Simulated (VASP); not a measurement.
**GaN: single point with PBE**

Crystal: GaN.

```xyz
4
Lattice="3.3150 0.0000 0.0000 -1.6575 2.8709 0.0000 0.0000 0.0000 5.4003" Properties=species:S:1:pos:R:3 pbc="T T T"
Ga    0.0000    1.9139    5.3956
Ga    1.6575    0.9570    2.6955
N     0.0000    1.9139    2.0298
N     1.6575    0.9570    4.7300
```

This cell differs from its parent crystal: strain +0.030 along x and y, +0.030 along z.

* Program: VASP 6.6.1
* Task: single point
* Functional: PBE
* Potentials or basis: VASP PAW PBE potentials, release 64 (Ga_d, N)
* Cutoff: 520 eV
* k mesh: 12 × 12 × 6
* Occupations: gaussian, width 0.05 eV
* Spin: no spin polarisation
* Dipole correction: no
* Further INCAR settings: ALGO = Normal; EDIFF = 1e-06; NBANDS = 26

| Quantity | Value |
| --- | --- |
| Pressure | -12.2 GPa |
| Largest force | 0.012 eV/Å |
| Band gap on the k mesh | 1.13 eV |

Forces on the atoms (eV/Å):
```
Ga   0.000  0.000 -0.012
Ga   0.000  0.000 -0.012
N    0.000  0.000  0.012
N    0.000  0.000  0.012
```

Stress tensor (GPa, compression positive):
```
-12.28   0.00   0.00
  0.00 -12.28   0.00
  0.00   0.00 -12.14
```

Levels at points of the mesh, in eV from the valence-band top:
```
           k point  band 16  band 17  band 18  band 19  band 20  band 21
(0.00, 0.00, 0.00)    -0.03     0.00     0.00     1.13     3.50     8.51
(0.50, 0.00, 0.00)    -2.36    -1.88    -0.86     4.71     4.79     5.79
(0.00, 0.00, 0.50)    -0.46    -0.46    -0.46     3.50     3.50     7.85
(0.50, 0.00, 0.50)    -1.67    -1.66    -1.66     4.00     4.00     7.02
```

Run time: 3.3 min on 1 thread of Intel Xeon 8259CL, with other jobs on the host, peak memory 0.23 GiB.

Caveat: the cell differs from its parent crystal (strain +0.030 along x and y, +0.030 along z); the cell stands under tension.
